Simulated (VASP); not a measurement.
# SnO2 in VASP: a series of runs

Aim: see how the results for SnO2 move with the level of theory and the settings. Levels: PBEsol, LDA, PBE, r2SCAN. Tasks: single point.

Everything below comes from runs of VASP 6.6.1. Logs are shortened: lines on timing, memory, paths and dates and some standing lists are left out, and cuts for length are marked.

### Step 1. The cell of the first run

Symmetry: Pnnm, No. 58, orthorhombic system. Conventional cell: a = 4.851 Å, b = 4.931 Å, c = 3.284 Å, α = 90.00°, β = 90.00°, γ = 90.00°. Sn (site symmetry 2/m) has 6 O at 2.12 Å within 2.8 Å. Within 2.8 Å of O (site symmetry m) lie 3 Sn at 2.12 Å and 1 O at 2.68 Å.

### Step 2. Single point, PBEsol (13.09 Å³/atom)

Contents of INCAR:

```
SYSTEM = SnO2
ALGO = Normal
EDIFF = 1E-6
ENCUT = 520
GGA = PS
ISIF = 2
ISMEAR = -1
LASPH = .True.
LCHARG = .False.
LREAL = .False.
LWAVE = .False.
NBANDS = 35
NELM = 80
PREC = Accurate
SIGMA = 0.05
```

Contents of KPOINTS:

```
k-points
0
Gamma
  6 6 8
  0 0 0
```

Contents of POSCAR:

```
SnO2
1.0
    4.8510112781      0.0000000000      0.0000000000
    0.0000000000      4.9306233178      0.0000000000
    0.0000000000      0.0000000000      3.2835462855
Sn O
2 4
Direct
    0.0000000000      0.0000000000      0.0000000000
    0.5000000000      0.5000000000      0.5000000000
    0.7081450000      0.6789580000      0.0000000000
    0.2081450000      0.8210420000      0.5000000000
    0.7918550000      0.1789580000      0.5000000000
    0.2918550000      0.3210420000      0.0000000000
```

Potentials or basis: VASP PAW PBE potentials, release 64 (Sn_d, O).

Started as:

```bash
$ cat potpaw_PBE.64/Sn_d/POTCAR potpaw_PBE.64/O/POTCAR > POTCAR
$ mpirun -np 1 vasp_std > vasp.out
```

OUTCAR:

```text
SYSTEM = SnO2
   EDIFF = 1E-6
   ENCUT = 520
   GGA = PS
   ISIF = 2
   ISMEAR = -1
   LASPH = .True.
   LREAL = .False.
   NELM = 80
   PREC = Accurate

 ion  position               nearest neighbor table
   1  0.000  0.000  0.000-   4 2.12   5 2.12   4 2.12   5 2.12   3 2.12   6 2.12
   2  0.500  0.500  0.500-   3 2.12   6 2.12   3 2.12   6 2.12   5 2.12   4 2.12
   3  0.708  0.679  0.000-   2 2.12   2 2.12   1 2.12
   4  0.208  0.821  0.500-   1 2.12   1 2.12   2 2.12
   5  0.792  0.179  0.500-   1 2.12   1 2.12   2 2.12
   6  0.292  0.321  0.000-   2 2.12   2 2.12   1 2.12

  LATTYP: Found a simple orthorhombic cell.
 ALAT       =     3.2835462855
 B/A-ratio  =     1.4773695439
 C/A-ratio  =     1.5016152931

  Lattice vectors:

 A1 = (   0.0000000000,   0.0000000000,   3.2835462855)
 A2 = (   4.8510112781,   0.0000000000,   0.0000000000)
 A3 = (   0.0000000000,   4.9306233178,   0.0000000000)

Analysis of symmetry for initial positions (statically):
=====================================================================
 Subroutine PRICEL returns:
 Original cell was already a primitive cell.

 Routine SETGRP: Setting up the symmetry group for a
 simple orthorhombic supercell.

 Subroutine GETGRP returns: Found  8 space group operations
 (whereof  4 operations were pure point group operations)
 out of a pool of  8 trial point group operations.

The static configuration has the point symmetry C_2h.
 The point group associated with its full space group is D_2h.

Analysis of symmetry for dynamics (positions and initial velocities):
=====================================================================
 Subroutine PRICEL returns:
 Original cell was already a primitive cell.

 Routine SETGRP: Setting up the symmetry group for a
 simple orthorhombic supercell.

 Subroutine GETGRP returns: Found  8 space group operations
 (whereof  4 operations were pure point group operations)
 out of a pool of  8 trial point group operations.

The dynamic configuration has the point symmetry C_2h.
 The point group associated with its full space group is D_2h.

 Subroutine INISYM returns: Found  8 space group operations
 (whereof  4 operations are pure point group operations),
 and found     1 'primitive' translations

----------------------------------------------------------------------------------------

                                     Primitive cell

  volume of cell :      78.5375

  direct lattice vectors                    reciprocal lattice vectors
     4.851011278  0.000000000  0.000000000     0.206142584  0.000000000  0.000000000
     0.000000000  4.930623318  0.000000000     0.000000000  0.202814114  0.000000000
     0.000000000  0.000000000  3.283546285     0.000000000  0.000000000  0.304548775

  length of vectors
     4.851011278  4.930623318  3.283546285     0.206142584  0.202814114  0.304548775

  position of ions in fractional coordinates (direct lattice)
     0.000000000  0.000000000  0.000000000
     0.500000000  0.500000000  0.500000000
     0.708145000  0.678958000  0.000000000
     0.208145000  0.821042000  0.500000000
     0.791855000  0.178958000  0.500000000
     0.291855000  0.321042000  0.000000000

  ion indices of the primitive-cell ions
   primitive index   ion index
                 1           1
                 2           2
                 3           3
                 4           4
                 5           5
                 6           6

----------------------------------------------------------------------------------------

 KPOINTS: k-points

Automatic generation of k-mesh.
 Grid dimensions read from file:
 generate k-points for:    6    6    8

 Generating k-lattice:

  Cartesian coordinates                     Fractional coordinates (reciprocal lattice)
     0.034357097  0.000000000  0.000000000     0.166666667  0.000000000  0.000000000
     0.000000000  0.033802352  0.000000000     0.000000000  0.166666667  0.000000000
     0.000000000  0.000000000  0.038068597     0.000000000  0.000000000  0.125000000

  Length of vectors
     0.034357097  0.033802352  0.038068597

  Shift w.r.t. Gamma in fractional coordinates (k-lattice)
     0.000000000  0.000000000  0.000000000

 Subroutine IBZKPT returns following result:
 ===========================================

 Found     80 irreducible k-points:

 Following reciprocal coordinates:
            Coordinates               Weight
  0.000000  0.000000  0.000000      1.000000
  0.166667  0.000000  0.000000      2.000000
  0.333333  0.000000  0.000000      2.000000
  0.500000  0.000000  0.000000      1.000000
  0.000000  0.166667  0.000000      2.000000
  0.166667  0.166667  0.000000      4.000000
[... 16 lines left out ...]
  0.333333  0.166667  0.125000      8.000000
  0.500000  0.166667  0.125000      4.000000
 [... further k-points ...]
   k-points           NKPTS =     80   k-points in BZ     NKDIM =     80   number of bands    NBANDS=     35
   number of dos      NEDOS =    301   number of ions     NIONS =      6
   total plane-waves  NPLWV =  34560
   dimension x,y,z NGX =    36 NGY =   40 NGZ =   24
   dimension x,y,z NGXF=    72 NGYF=   80 NGZF=   48
   ions per type =               2   4
   NGX,Y,Z   is equivalent  to a cutoff of  12.34, 13.49, 12.15 a.u.
   NGXF,Y,Z  is equivalent  to a cutoff of  24.67, 26.97, 24.30 a.u.
 SYSTEM =  SnO2
   PREC   = accura    normal or accurate (medium, high low for compatibility)
   ISTART =      0    job   : 0-new  1-cont  2-samecut
   ICHARG =      2    charge: 1-file 2-atom 10-const
   ISPIN  =      1    spin polarized calculation?
   LNONCOLLINEAR =      F non collinear calculations
   LSORBIT =      F    spin-orbit coupling
   LASPH  =      T    aspherical Exc in radial PAW
   ENCUT  =  520.0 eV  38.22 Ry    6.18 a.u.   9.02  9.17  6.11*2*pi/ulx,y,z
   NELM   =     80;   NELMIN=  2; NELMDL= -5     # of ELM steps
   EDIFF  = 0.1E-05   stopping-criterion for ELM
   LREAL  =      F    real-space projection
   EDIFFG = 0.1E-04   stopping-criterion for IOM
   NSW    =      0    number of steps for IOM
   IBRION =     -1    ionic relax: 0-MD 1-quasi-New 2-CG
   NFREE  =      0    steps in history (QN), initial steepest desc. (CG)
   ISIF   =      2    stress and relaxation
   ISYM   =      2    0-nonsym 1-usesym 2-fastsym
   POTIM  = 0.5000    time-step for ionic-motion
   TEBEG  =    0.0;   TEEND  =   0.0 temperature during run
   PSTRESS=    0.0 pullay stress
   NELECT =      52.0000    total number of electrons
   NUPDOWN=      -1.0000    fix difference up-down
   EMIN   =  10.00;   EMAX   =-10.00  energy-range for DOS
   EFERMI =   0.00;   METHOD = LEGACY
   ISMEAR =    -1;   SIGMA  =   0.05  broadening in eV -4-tet -1-fermi 0-gaus
   EFERMI_NEDOS =   21; number of points for ismear=-14 and -15
   IALGO  =     38    algorithm
   IMIX   =      4    mixing-type and parameters
     AMIX     =   0.40;   BMIX     =  1.00
     AMIX_MAG =   1.60;   BMIX_MAG =  1.00
  volume/ion in A,a.u.               =      13.09        88.33
  Fermi-wavevector in a.u.,A,eV,Ry     =   1.426867  2.696388 27.700778  2.035950
  Thomas-Fermi vector in A             =   2.547098
   LORBIT       =      0    0 simple, 1 ext, 2 COOP (PROOUT), +10 PAW based schemes
   GGA     = PS    functional components
   LHFCALC =     F    Hartree Fock is set to
   AEXX    =    0.0000 exact exchange contribution
   IVDW    =     0    specifies the selected vdW correction
   LEPSILON=     F    determine dielectric tensor
   LRPA    =     F    only Hartree local field effects (RPA)
 non-spin polarized calculation
  energy-cutoff  :      520.00
  volume of cell :       78.54
 maximum number of plane-waves:      2140
   NGX = 19   NGY = 19   NGZ = 13

 number of electron      51.9999977 magnetization

 Free energy of the ion-electron system (eV)
  ---------------------------------------------------
  ext. energy  EPLUGINS =         0.00000000
  ---------------------------------------------------
  free energy    TOTEN  =       -39.45589996 eV

  energy without entropy =      -39.45575031  energy(sigma->0) =      -39.45582514

 E-fermi :   5.0851     XC(G=0): -11.0486

 val. band max:        4.8338198902   @ k =   0.1667   0.0000   0.0000
 cond. band min:       5.2469315996   @ k =   0.0000   0.0000   0.0000
 fundamental gap:      0.4131117094
 Fermi energy:         5.0851066311

 k-point     1 :       0.0000    0.0000    0.0000
  band No.  band energies     occupation
      1     -15.9393      2.00000
      2     -15.3610      2.00000
      3     -15.2057      2.00000
      4     -15.1781      2.00000
      5     -15.1753      2.00000
      6     -15.1208      2.00000
[... 27 lines left out ...]
     34      16.0276      0.00000
     35      16.5716      0.00000

 k-point     2 :       0.1667    0.0000    0.0000
  band No.  band energies     occupation
      1     -15.9057      2.00000
      2     -15.3967      2.00000
      3     -15.2046      2.00000
      4     -15.1767      2.00000
      5     -15.1742      2.00000
      6     -15.1439      2.00000
[... 27 lines left out ...]
     34      16.1832      0.00000
     35      16.6509      0.00000

 k-point     3 :       0.3333    0.0000    0.0000
  band No.  band energies     occupation
      1     -15.8095      2.00000
      2     -15.5098      2.00000
      3     -15.2009      2.00000
      4     -15.1767      2.00000
      5     -15.1737      2.00000
      6     -15.1721      2.00000
[... 27 lines left out ...]
     34      16.6998      0.00000
     35      16.9447      0.00000

 k-point     4 :       0.5000    0.0000    0.0000
  band No.  band energies     occupation
      1     -15.6662      2.00000
      2     -15.6662      2.00000
      3     -15.1933      2.00000
      4     -15.1933      2.00000
      5     -15.1716      2.00000
      6     -15.1716      2.00000
[... 27 lines left out ...]
     34      16.3110      0.00000
     35      17.0001      0.00000

 k-point     5 :       0.0000    0.1667    0.0000
  band No.  band energies     occupation
      1     -15.9058      2.00000
      2     -15.3968      2.00000
      3     -15.2047      2.00000
      4     -15.1766      2.00000
      5     -15.1743      2.00000
      6     -15.1438      2.00000
[... 638 lines left out ...]
 k-point    22 :       0.1667    0.1667    0.1250
  band No.  band energies     occupation
      1     -15.8276      2.00000
      2     -15.4141      2.00000
      3     -15.2767      2.00000
      4     -15.2589      2.00000
      5     -15.1788      2.00000
      6     -15.1316      2.00000
[... 27 lines left out ...]
     34      16.3372      0.00000
     35      16.6163      0.00000

 k-point    23 :       0.3333    0.1667    0.1250
  band No.  band energies     occupation
      1     -15.7562      2.00000
      2     -15.5213      2.00000
      3     -15.2744      2.00000
      4     -15.2618      2.00000
      5     -15.1712      2.00000
      6     -15.1417      2.00000
[... 27 lines left out ...]
     34      16.6412      0.00000
     35      16.8005      0.00000

 k-point    24 :       0.5000    0.1667    0.1250
  band No.  band energies     occupation
      1     -15.6472      2.00000
      2     -15.6472      2.00000
      3     -15.2685      2.00000
      4     -15.2685      2.00000
      5     -15.1572      2.00000
      6     -15.1572      2.00000
[... 27 lines left out ...]
     34      16.2354      0.00000
     35      17.0222      0.00000

 [... further k-points ...]

------------------------ aborting loop because EDIFF is reached ----------------------------------------

  FORCE on cell =-STRESS in cart. coord.  units (eV):
  Direction    XX          YY          ZZ          XY          YZ          ZX
  --------------------------------------------------------------------------------------
  -------------------------------------------------------------------------------------
  Total       -5.2596890     -5.3561347     -6.6973391      0.0000000      0.0000000      0.0000000
  in kB     -107.2984378   -109.2659437   -136.6267133      0.0000000      0.0000000      0.0000000
  external PRESSURE =    -117.7303649 kB  Pullay stress =       0.0000000 kB

 VOLUME and BASIS-vectors are now :
 -----------------------------------------------------------------------------
  energy-cutoff  :      520.00
  volume of cell :       78.54
      direct lattice vectors                 reciprocal lattice vectors
     4.851011278  0.000000000  0.000000000     0.206142584  0.000000000  0.000000000
     0.000000000  4.930623318  0.000000000     0.000000000  0.202814114  0.000000000
     0.000000000  0.000000000  3.283546285     0.000000000  0.000000000  0.304548775

 POSITION                                       TOTAL-FORCE (eV/Angst)
 -----------------------------------------------------------------------------------
      0.00000      0.00000      0.00000         0.000000      0.000000      0.000000
      2.42551      2.46531      1.64177         0.000000      0.000000      0.000000
      3.43522      3.34769      0.00000        -0.212006     -0.046968      0.000000
      1.00971      4.04825      1.64177        -0.212006      0.046968      0.000000
      3.84130      0.88237      1.64177         0.212006     -0.046968     -0.000000
      1.41579      1.58294      0.00000         0.212006      0.046968      0.000000
 -----------------------------------------------------------------------------------
    total drift:                                0.000000      0.000000      0.000000

  FREE ENERGIE OF THE ION-ELECTRON SYSTEM (eV)
  ---------------------------------------------------
  free  energy   TOTEN  =       -39.4558999640 eV

  energy  without entropy=      -39.4557503099  energy(sigma->0) =      -39.45582514
```

Run time: 1.9 min. Hardware: 1 thread of Intel Xeon Platinum 8375C at 2.90GHz (Ice Lake), shared host; peak memory 0.29 GiB.

What came out:

| Item | Value |
| --- | --- |
| Free energy | -39.4559 eV |
| Pressure | -11.8 GPa |
| Largest force | 0.217 eV/Å |
| Band gap on the k mesh | 0.41 eV (least direct gap 0.46 eV) |

Forces in eV/Å, atoms in the order of the input:
```
Sn   0.000  0.000  0.000
Sn   0.000  0.000  0.000
O   -0.212 -0.047  0.000
O   -0.212  0.047  0.000
O    0.212 -0.047  0.000
O    0.212  0.047  0.000
```

Caveat: the cell stands under tension; semilocal functionals underestimate gaps, and a narrow one can read as zero; the PAW data sets were made with another functional, which shifts forces and pressure a little; spin-orbit coupling is left out, which moves the levels of the heavy elements.

(Continued in part 2 of 2.)
